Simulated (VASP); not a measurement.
# CoO in VASP: settings compared

CoO is run at these levels: PBEsol, LDA; tasks: single point.

All numbers are computed with VASP 6.6.1; they aren't measurements. Logs are shortened: lines on timing, memory, paths and dates and some standing lists are left out, and cuts for length are marked.

## (1) The cell of the first run

The structure is hexagonal, space group P6_3mc (No. 186). Conventional cell: a = 3.051 Å, b = 3.051 Å, c = 5.251 Å, α = 90.00°, β = 90.00°, γ = 120.00°. Within 2.5 Å of Co (site symmetry 3m) lie 4 O at 1.87 to 1.92 Å. O (site symmetry 3m) has 4 Co at 1.87 to 1.92 Å within 2.5 Å.

## (2) Single point, PBEsol, collinear spin, ferromagnetic start

File INCAR:

```
SYSTEM = CoO
  ALGO = Normal
  EDIFF = 1E-6
  ENCUT = 520
  GGA = PS
  ISIF = 2
  ISMEAR = -1
  ISPIN = 2
  LASPH = .True.
  LCHARG = .False.
  LMAXMIX = 4
  LORBIT = 11
  LREAL = .False.
  LWAVE = .False.
  MAGMOM = 2 2 0 0
  NBANDS = 27
  NELM = 150
  PREC = Accurate
  SIGMA = 0.05
```

File KPOINTS:

```
k-points
0
Gamma
  10 10 5
  0 0 0
```

File POSCAR:

```
CoO
1.0
    3.0510376712      0.0000000000      0.0000000000
   -1.5255188356      2.6422761311      0.0000000000
    0.0000000000      0.0000000000      5.2512532947
Co O
2 2
Direct
    0.3333333333      0.6666666667      0.5093629345
    0.0000000000      0.0000000000      0.0093615825
    0.3333333333      0.6666666667      0.8656388510
    0.0000000000      0.0000000000      0.3656376320
```

Potentials or basis: VASP PAW PBE potentials, release 64 (Co, O).

Started as:

```
$ cat potpaw_PBE.64/Co/POTCAR potpaw_PBE.64/O/POTCAR > POTCAR
$ mpirun -np 1 vasp_std > vasp.out
```

OUTCAR:

```text
SYSTEM = CoO
   EDIFF = 1E-6
   ENCUT = 520
   GGA = PS
   ISIF = 2
   ISMEAR = -1
   ISPIN = 2
   LASPH = .True.
   LORBIT = 11
   LREAL = .False.
   NELM = 150
   PREC = Accurate

 ion  position               nearest neighbor table
   1  0.333  0.667  0.509-   3 1.87   4 1.92   4 1.92   4 1.92
   2  0.000  0.000  0.009-   4 1.87   3 1.92   3 1.92   3 1.92
   3  0.333  0.667  0.866-   1 1.87   2 1.92   2 1.92   2 1.92
   4  0.000  0.000  0.366-   2 1.87   1 1.92   1 1.92   1 1.92

  LATTYP: Found a hexagonal cell.
 ALAT       =     3.0510376712
 C/A-ratio  =     1.7211368264

  Lattice vectors:

 A1 = (   3.0510376712,   0.0000000000,   0.0000000000)
 A2 = (  -1.5255188356,   2.6422761311,   0.0000000000)
 A3 = (   0.0000000000,   0.0000000000,   5.2512532947)

Analysis of symmetry for initial positions (statically):
=====================================================================
 Subroutine PRICEL returns:
 Original cell was already a primitive cell.

 Routine SETGRP: Setting up the symmetry group for a
 hexagonal supercell.

 Subroutine GETGRP returns: Found 12 space group operations
 (whereof  6 operations were pure point group operations)
 out of a pool of 24 trial point group operations.

The static configuration has the point symmetry C_3v.
 The point group associated with its full space group is C_6v.

Analysis of symmetry for dynamics (positions and initial velocities):
=====================================================================
 Subroutine PRICEL returns:
 Original cell was already a primitive cell.

 Routine SETGRP: Setting up the symmetry group for a
 hexagonal supercell.

 Subroutine GETGRP returns: Found 12 space group operations
 (whereof  6 operations were pure point group operations)
 out of a pool of 24 trial point group operations.

The dynamic configuration has the point symmetry C_3v.
 The point group associated with its full space group is C_6v.

Analysis of structural, dynamic, and magnetic symmetry:
=====================================================================
 Subroutine PRICEL returns:
 Original cell was already a primitive cell.

 Routine SETGRP: Setting up the symmetry group for a
 hexagonal supercell.

 Subroutine GETGRP returns: Found 12 space group operations
 (whereof  6 operations were pure point group operations)
 out of a pool of 24 trial point group operations.

The overall configuration has the point symmetry C_3v.
 The point group associated with its full space group is C_6v.
[... 128 lines left out ...]
   GGA     = PS    functional components
   LHFCALC =     F    Hartree Fock is set to
   AEXX    =    0.0000 exact exchange contribution
   IVDW    =     0    specifies the selected vdW correction
   LEPSILON=     F    determine dielectric tensor
   LRPA    =     F    only Hartree local field effects (RPA)
 spin polarized calculation
  energy-cutoff  :      520.00
  volume of cell :       42.33
 maximum number of plane-waves:      1154
 NGX is ok and might be reduce to    24
   NGX = 11   NGY = 11   NGZ = 19

 number of electron      30.0000005 magnetization       4.0184886

 Free energy of the ion-electron system (eV)
  ---------------------------------------------------
  ext. energy  EPLUGINS =         0.00000000
  ---------------------------------------------------
  free energy    TOTEN  =       -28.37803052 eV

  energy without entropy =      -28.33876725  energy(sigma->0) =      -28.35839888

 E-fermi :   6.7349     XC(G=0): -11.9339

 val. band max:        6.7338573546   @ k =   0.5000   0.0000   0.2000
 cond. band min:       6.7462266315   @ k =   0.3000  -0.0000   0.2000
 fundamental gap:      0.0123692769
 Fermi energy:         6.7348518407

 spin component 1

 k-point     1 :       0.0000    0.0000    0.0000
  band No.  band energies     occupation
      1     -13.8565      1.00000
      2     -13.1566      1.00000
      3      -1.0240      1.00000
      4      -0.0823      1.00000
      5       0.4674      1.00000
      6       0.4674      1.00000
[... 709 lines left out ...]
     26      21.9392      0.00000
     27      23.6397      0.00000

 [... further k-points ...]

 spin component 2

 k-point     1 :       0.0000    0.0000    0.0000
  band No.  band energies     occupation
      1     -13.5173      1.00000
      2     -12.7949      1.00000
      3      -0.6756      1.00000
      4       0.7754      1.00000
      5       1.2649      1.00000
      6       1.2649      1.00000
[... 709 lines left out ...]
     26      22.3578      0.00000
     27      24.1751      0.00000

 [... further k-points ...]

------------------------ aborting loop because EDIFF is reached ----------------------------------------

  FORCE on cell =-STRESS in cart. coord.  units (eV):
  Direction    XX          YY          ZZ          XY          YZ          ZX
  --------------------------------------------------------------------------------------
  -------------------------------------------------------------------------------------
  Total       -1.5213143     -1.5213143      0.1715345      0.0000000     -0.0000000      0.0000000
  in kB      -57.5759088    -57.5759088      6.4919243      0.0000000     -0.0000000      0.0000000
  external PRESSURE =     -36.2199645 kB  Pullay stress =       0.0000000 kB

 VOLUME and BASIS-vectors are now :
 -----------------------------------------------------------------------------
  energy-cutoff  :      520.00
  volume of cell :       42.33
      direct lattice vectors                 reciprocal lattice vectors
     3.051037671  0.000000000  0.000000000     0.327757343  0.189230790  0.000000000
    -1.525518836  2.642276131  0.000000000     0.000000000  0.378461580  0.000000000
     0.000000000  0.000000000  5.251253295     0.000000000  0.000000000  0.190430730

 POSITION                                       TOTAL-FORCE (eV/Angst)
 -----------------------------------------------------------------------------------
     -0.00000      1.76152      2.67479        -0.000000      0.000000     -0.254890
      0.00000      0.00000      0.04916        -0.000000     -0.000000     -0.254890
     -0.00000      1.76152      4.54569        -0.000000     -0.000000      0.254890
      0.00000      0.00000      1.92006         0.000000      0.000000      0.254890
 -----------------------------------------------------------------------------------
    total drift:                                0.000000     -0.000000     -0.000741

  FREE ENERGIE OF THE ION-ELECTRON SYSTEM (eV)
  ---------------------------------------------------
  free  energy   TOTEN  =       -28.3780305173 eV

  energy  without entropy=      -28.3387672518  energy(sigma->0) =      -28.35839888

 total charge

# of ion       s       p       d       tot
------------------------------------------
    1        0.372   0.509   7.297   8.178
    2        0.372   0.509   7.297   8.178
    3        1.551   3.425   0.000   4.976
    4        1.551   3.425   0.000   4.976
--------------------------------------------------
tot          3.847   7.867  14.594  26.308

 magnetization (x)

# of ion       s       p       d       tot
------------------------------------------
    1        0.011   0.042   1.721   1.774
    2        0.011   0.042   1.721   1.774
    3        0.017   0.166   0.000   0.183
    4        0.017   0.166   0.000   0.183
--------------------------------------------------
tot          0.055   0.416   3.442   3.914
```

stdout:

```text
POSCAR found type information on POSCAR CoO
 POSCAR found :  2 types and       4 ions
 scaLAPACK will be used
 -----------------------------------------------------------------------------
|                                                                             |
|                                                                             |
|     You enforced a specific xc type in the INCAR file but a different       |
|     I HOPE YOU KNOW WHAT YOU ARE DOING!                                     |
|                                                                             |
 -----------------------------------------------------------------------------

 LDA part: xc-table for (Slater+PW92), standard interpolation
 POSCAR, INCAR and KPOINTS ok, starting setup
 FFT: planning ... GRIDC
 FFT: planning ... GRID_SOFT
 FFT: planning ... GRID
 WAVECAR not read
 entering main loop
```

Wall time 75 s (1 thread of AMD EPYC 7R13 (Zen 3), shared host); peak memory 0.19 GiB.

What came out:

- Free energy: -28.3780 eV
- Pressure: -3.6 GPa
- Largest force: 0.255 eV/Å
- Band gap on the k mesh: zero (filled and empty bands overlap)
- Net moment: 4.02 μB per cell
- Site moments: Co +1.77; O +0.18 μB
- Valence electrons inside the program's atomic spheres: Co 8.18; O 4.98

Forces in eV/Å, atoms in the order of the input:
```
Co   0.000  0.000 -0.255
Co   0.000  0.000 -0.255
O    0.000  0.000  0.255
O    0.000  0.000  0.255
```

Stress tensor (GPa, compression positive):
```
-5.76  0.00  0.00
 0.00 -5.76  0.00
 0.00  0.00  0.65
```

Caveat: the cell stands under tension; the PAW data sets were made with another functional, which shifts forces and pressure a little; semilocal functionals often make such compounds metallic where correlation or magnetic order opens a gap, which also shifts bond lengths. With open d or f shells a metallic result of PBEsol can be an artefact of self-interaction; +U or a hybrid may open a gap.

## (3) Single point, LDA, collinear spin, ferromagnetic start

This run uses another cell than the first one, of 10.88 Å³/atom.

File INCAR:

```
SYSTEM = CoO
PREC = Accurate
ENCUT = 520
EDIFF = 1E-6
ISMEAR = -1
SIGMA = 0.05
LREAL = .False.
LASPH = .True.
NELM = 150
ALGO = Normal
ISIF = 2
LWAVE = .False.
LCHARG = .True.
ISPIN = 2
MAGMOM = 2 2 0 0
LORBIT = 11
LMAXMIX = 4
LELF = .True.
LVHAR = .True.
NBANDS = 27
```

File KPOINTS:

```
regular mesh
0
Gamma
  10 10 5
  0 0 0
```

File POSCAR:

```
CoO
1.0
    3.1323693509      0.0000000000      0.0000000000
   -1.5661846755      2.7127114320      0.0000000000
    0.0000000000      0.0000000000      5.1219713984
Co O
2 2
Direct
    0.3333333333      0.6666666667      0.5033624100
    0.0000000000      0.0000000000      0.0034741400
    0.3333333333      0.6666666667      0.8715556000
    0.0000000000      0.0000000000      0.3716088500
```

Potentials or basis: VASP PAW LDA potentials, release 64 (Co, O).

Started as:

```
$ cat potpaw_LDA.64/Co/POTCAR potpaw_LDA.64/O/POTCAR > POTCAR
$ mpirun -np 1 vasp_std > vasp.out
```

Wall time 3.5 min (1 thread of AMD EPYC 7R13, shared host); peak memory 0.19 GiB.

It converged, with:

```yaml
Free_energy: -29.9740 eV
Pressure: -14.2 GPa
Largest_force: 0.154 eV/Å
Net_moment: 3.82 μB per cell
Site_moments: Co +1.67; O +0.18 μB
Valence_electrons_inside_the_program's_atomic_spheres: Co 8.15; O 4.95
```

Forces on the atoms (eV/Å):
```
Co   0.000  0.000 -0.150
Co   0.000  0.000 -0.154
O    0.000  0.000  0.152
O    0.000  0.000  0.152
```

Stress tensor (GPa, compression positive):
```
-17.01   0.00   0.00
  0.00 -17.01   0.00
  0.00   0.00  -8.45
```

Levels at points of the mesh, in eV from the Fermi level:
Spin up:
| k point | band 14 | band 15 | band 16 | band 17 | band 18 | band 19 | band 20 | band 21 |
| --- | --- | --- | --- | --- | --- | --- | --- | --- |
| (0.00, 0.00, 0.00) | -0.13 | -0.13 | 0.34 | 0.74 | 0.85 | 0.85 | 5.81 | 7.38 |
| (0.50, 0.00, 0.00) | -1.52 | -1.31 | -1.14 | -0.07 | 0.03 | 6.07 | 6.31 | 7.57 |
Spin down:
```tsv
k point	band 10	band 11	band 12	band 13	band 14	band 15	band 16	band 17
(0.00, 0.00, 0.00)	-0.94	-0.36	-0.35	-0.35	0.68	1.20	1.20	2.12
(0.50, 0.00, 0.00)	-1.11	-0.40	-0.28	-0.26	-0.19	0.26	0.38	1.29
```

Caveat: the cell stands under tension; semilocal functionals often make such compounds metallic where correlation or magnetic order opens a gap, which also shifts bond lengths. With open d or f shells a metallic result of LDA can be an artefact of self-interaction; +U or a hybrid may open a gap.
